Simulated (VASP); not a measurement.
Input of a VASP 6.6.1 run:

INCAR

```
PREC = Accurate ; ENCUT = 520
EDIFF = 1E-7 ; ISMEAR = 0
SIGMA = 0.01 ; LREAL = False
LASPH = True ; NELM = 80
ALGO = Normal ; ISIF = 2
LWAVE = False ; LCHARG = False
GGA = PS ; NBANDS = 15
```

Contents of KPOINTS:

```
regular mesh
0
Gamma
  8 8 8
```

The input POSCAR:

```
CaO
1.0
    2.4312477857      2.4312477857      0.0000000000
   -2.4312477857      2.4312477857      0.0000000000
    0.0000000000      2.4312477857      2.3596432911
Ca O
1 1
Direct
    0.0000000000      0.0000000000      0.0000000000
    0.5000000000      0.5000000000      0.0000000000
```

Potentials or basis: VASP PAW PBE potentials, release 64 (Ca_sv, O).

Command:

```sh
$ cat potpaw_PBE.64/Ca_sv/POTCAR potpaw_PBE.64/O/POTCAR > POTCAR
$ mpirun -np 1 vasp_std > vasp.out
```

Question: What does it give for the band gap on the k mesh?

Answer: 3.42 eV, indirect (least direct gap 3.89 eV).

Question: Estimate the pressure.

Answer: -2.4 GPa.

Stress tensor (GPa, compression positive):
```
-3.97  0.00  0.00
 0.00 -3.97  0.00
 0.00  0.00  0.74
```

Caveat: the cell differs from its parent crystal (film at in-plane strain +0.02); the PAW data sets were made with another functional, which shifts forces and pressure a little. A k mesh can miss the band edges.
